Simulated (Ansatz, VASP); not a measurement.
GaN in VASP and in Ansatz

Contents of INCAR:

```
ALGO = Normal
EDIFF = 1E-6
EDIFFG = -0.01
ENCUT = 600
GGA = RE
IBRION = 2
ISIF = 3
ISMEAR = -1
IVDW = 13
LASPH = True
LCHARG = False
LREAL = False
LWAVE = False
NELM = 100
NSW = 60
PREC = Accurate
SIGMA = 0.05
```

KPOINTS

```
k-points
0
Gamma
  10 10 10
```

Contents of POSCAR:

```
GaN
1.0
    0.0000000000      2.2535006075      2.2535006075
    2.2535006075      0.0000000000      2.2535006075
    2.2535006075      2.2535006075      0.0000000000
Ga N
1 1
Direct
    0.0000000000      0.0000000000      0.0000000000
    0.2500000000      0.2500000000      0.2500000000
```

input.yaml

```yaml
crystal:
  lattice:
    - [0.0, 2.2535006075, 2.2535006075]
    - [2.2535006075, 0.0, 2.2535006075]
    - [2.2535006075, 2.2535006075, 0.0]
  atoms:
    - { symbol: Ga, position: [0.0, 0.0, 0.0] }
    - { symbol: "N", position: [0.25, 0.25, 0.25] }
hamiltonian:
  xc: revpbe
  pseudopotentials: { kind: paw }
  dispersion: d4
kpoints:
  mp_grid: { grid: [10, 10, 10] }
scf:
  occupations: { method: fermi_dirac, width: 0.05 }
output:
  forces: true
  stress: true
  write_density: true
  write_potential: true
  elf: true
  volumetric_format: npy
relax:
  f_tol: 0.01
  max_steps: 40
  cell: { stress_tol: 0.05 }
```

Alike in both runs: task relaxation of cell and atoms; functional revPBE; dispersion D4; k mesh 10 × 10 × 10; occupations fermi-dirac, width 0.05 eV; no spin polarisation.

```csv
,VASP,Ansatz
version,VASP 6.6.1,Ansatz 0.2.0
potentials or method,"VASP PAW PBE potentials, release 64 (Ga_d, N)",Ansatz PAW
plane-wave cutoff (eV),600,420
valence electrons in the cell,18,18
```

Ansatz gave:

* gap on the k mesh at the Fermi level, each at its own relaxed structure (eV): 1.86
* relaxed volume (Å³/atom): 11.23
* relaxed cell length with the largest relative difference (Å): 3.167

**Question.** Estimate VASP's values.

**Answer.** gap on the k mesh at the Fermi level, each at its own relaxed structure (eV): 1.90; relaxed volume (Å³/atom): 11.20; relaxed cell length with the largest relative difference (Å): 3.164.

VASP's potentials were made for PBE, not for revPBE.

Noted on Ansatz's run: the plane-wave basis is chosen anew once the cell has moved, so the energies of steps on either side of that aren't comparable.
